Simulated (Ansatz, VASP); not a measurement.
# Two plane-wave programs on Si7Ge

INCAR

```
ALGO = Normal ; EDIFF = 1E-6
ENCUT = 520 ; GGA = PS
ISIF = 2 ; ISMEAR = 0
LASPH = True ; LCHARG = True
LELF = True ; LREAL = False
LVHAR = True ; LWAVE = False
NBANDS = 31 ; NELM = 100
PREC = Accurate ; SIGMA = 0.03
```

KPOINTS

```
k-points
0
Gamma
  8 8 8
```

File POSCAR:

```
Si7Ge
1.0
    5.6071202951      0.0000000000      0.0000000000
    0.0000000000      5.6071202951      0.0000000000
    0.0000000000      0.0000000000      5.1742506083
Si Ge
7 1
Direct
    0.2525986838      0.2525986838      0.2525986838
    0.0000000000      0.5000000000      0.5000000000
    0.5000000000      0.5000000000      0.0000000000
    0.5000000000      0.0000000000      0.5000000000
    0.7474013162      0.2525986838      0.7474013162
    0.7474013162      0.7474013162      0.2525986838
    0.2525986838      0.7474013162      0.7474013162
    0.0000000000      0.0000000000      0.0000000000
```

Input for Ansatz:

```yaml
crystal:
  lattice:
    - [5.6071202951, 0.0, 0.0]
    - [0.0, 5.6071202951, 0.0]
    - [0.0, 0.0, 5.1742506083]
  atoms:
    - { symbol: Si, position: [0.2525986838, 0.2525986838, 0.2525986838] }
    - { symbol: Si, position: [0.0, 0.5, 0.5] }
    - { symbol: Si, position: [0.5, 0.5, 0.0] }
    - { symbol: Si, position: [0.5, 0.0, 0.5] }
    - { symbol: Si, position: [0.7474013162, 0.2525986838, 0.7474013162] }
    - { symbol: Si, position: [0.7474013162, 0.7474013162, 0.2525986838] }
    - { symbol: Si, position: [0.2525986838, 0.7474013162, 0.7474013162] }
    - { symbol: Ge, position: [0.0, 0.0, 0.0] }
basis:
  ecutwfc: 420
kpoints:
  mp_grid: { grid: [8, 8, 8] }
hamiltonian:
  xc: pbesol
  pseudopotentials: { kind: paw, azcp: { folder: soft_1 } }
scf:
  occupations: { method: gaussian, width: 0.03 }
output:
  forces: true
  stress: true
  eigenvalues: true
  write_density: true
  write_potential: true
  elf: true
  volumetric_format: npy
```

Alike in both runs: task single point; functional PBEsol; k mesh 8 × 8 × 8; occupations gaussian, width 0.03 eV; no spin polarisation.

```csv
,VASP,Ansatz
version,VASP 6.6.1,Ansatz 0.2.0
potentials or method,"VASP PAW PBE potentials, release 64 (Si, Ge_d), cutoff 520 eV","scalar-relativistic, plane waves, PAW"
valence electrons in the cell,42,42
```

Ansatz gave:

| Property | Result |
| --- | --- |
| gap on the k mesh at the Fermi level (eV) | none |
| pressure (GPa) | -0.2 |
| traceless stress, the component that is largest in VASP (GPa) | 4.10 |
| rms of the force components (eV/Å) | 0.012 |

**Question.** Estimate VASP's values.

**Answer.** gap on the k mesh at the Fermi level (eV): none; pressure (GPa): -0.2; traceless stress, the component that is largest in VASP (GPa): 4.09; rms of the force components (eV/Å): 0.011.

VASP's potentials were made for PBE, not for PBEsol, and Ansatz warns of the same on its side. Atom by atom the forces differ by 0.003 eV/Å (rms over components). A gap of «none» marks a metal or a gap that the smearing closes.
